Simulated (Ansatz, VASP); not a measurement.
**ZrOs in VASP and in Ansatz**

```
CELL_PARAMETERS angstrom
3.19639 0.00000 0.00000
0.00000 3.19639 0.00000
0.00000 0.00000 3.19639
ATOMIC_POSITIONS crystal
Zr 0.50000 0.50000 0.50000
Os 0.00000 0.00000 0.00000
```

Change from the starting cell: volume scaled by 0.94, crystal datasets.

Alike in both runs: task electric field gradients; functional LDA; k mesh 13 × 13 × 13; occupations fermi-dirac, width 0.03 eV; no spin polarisation.

|  | VASP | Ansatz |
| --- | --- | --- |
| version | VASP 6.6.1 | Ansatz 0.2.0 |
| potentials or method | VASP PAW LDA potentials, release 64 (Zr_sv, Os), cutoff 520 eV | all-electron PAW with datasets made for the crystal, scalar-relativistic |

Ansatz gave:

- pressure (GPa): 6.9

Question: What did VASP give for the same quantities?

Answer: Pressure (GPa): 7.4.

LDA's correlation is that of Perdew and Zunger in VASP and of Perdew and Wang (1992) in Ansatz. Ansatz ran all-electron here, and VASP with PAW potentials.

Neither program's run includes spin-orbit coupling.
